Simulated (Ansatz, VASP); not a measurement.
# Two plane-wave programs on TaN

```
Ta N
1.0
     0.00000    2.21132    2.21132
     2.21132    0.00000    2.21132
     2.21132    2.21132    0.00000
Ta N
1 1
Direct
  0.50000 0.50000 0.50000
  0.00000 0.00000 0.00000
```

Alike in both runs: task relaxation of cell and atoms; functional BLYP; dispersion D4; k mesh 10 × 10 × 10; occupations fermi-dirac, width 0.05 eV; no spin polarisation.

|  | VASP | Ansatz |
| --- | --- | --- |
| version | VASP 6.6.1 | Ansatz 0.2.0 |
| potentials or method | VASP PAW PBE potentials, release 64 (Ta_pv, N) | Ansatz PAW |
| plane-wave cutoff (eV) | 600 | 420 |
| valence electrons in the cell | 16 | 18 |

|  | VASP | Ansatz | Ansatz less VASP |
| --- | --- | --- | --- |
| relaxed volume (Å³/atom) | 10.88 | 10.82 | -0.062 |
| relaxed cell length with the largest relative difference (Å) | 3.134 | 3.128 | -0.0060 |

VASP's potentials were made for PBE, not for BLYP. VASP's potentials hold 16 valence electrons a cell and Ansatz's 18, so a difference there can come from the potentials and not from the codes.

Neither program's run includes spin-orbit coupling. Noted on Ansatz's run: the plane-wave basis is chosen anew once the cell has moved, so the energies of steps on either side of that aren't comparable.
